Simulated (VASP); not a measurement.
Runs of VASP 6.6.1 on MnHg. The structure is cubic, space group Pm-3m (No. 221). The conventional cell has a = 3.315 Å, b = 3.315 Å, c = 3.315 Å, α = 90.00°, β = 90.00°, γ = 90.00°. Within 3.8 Å of Mn (site symmetry m-3m) lie 8 Hg at 2.87 Å and 6 Mn at 3.31 to 3.32 Å. Within 3.8 Å of Hg (site symmetry m-3m) lie 8 Mn at 2.87 Å and 6 Hg at 3.31 Å. 

```tsv
level	potentials or basis	gap on the mesh (eV)	pressure (GPa)	moment (μB)
LDA	VASP PAW LDA potentials, release 64 (Mn_pv, Hg)	none	-10.3	(b)
revPBE	VASP PAW PBE potentials, release 64 (Mn_pv, Hg)	none	3.3	3.89
PBE	VASP PAW PBE potentials, release 64 (Mn_pv, Hg)	none	(c)	3.85
RPBE	VASP PAW PBE potentials, release 64 (Mn_pv, Hg)	none	(a)	3.90
```

Alike in all rows: task single point; spin collinear, ferromagnetic start; cell as given; k mesh 6 × 6 × 6; cutoff (eV) 520; smearing fermi-dirac 0.15 eV.

Q: Fill in the values left out.

A: (a) 4.2; (b) 3.65; (c) 0.5.

Caveats: spin-orbit coupling is left out, which moves the levels of the heavy elements; the PAW data sets were made with another functional, which shifts forces and pressure a little (some runs).

A k mesh can miss the band edges, and the runs leave out spin-orbit coupling on Hg.

A gap of «none» marks levels without a gap at the run's occupations.
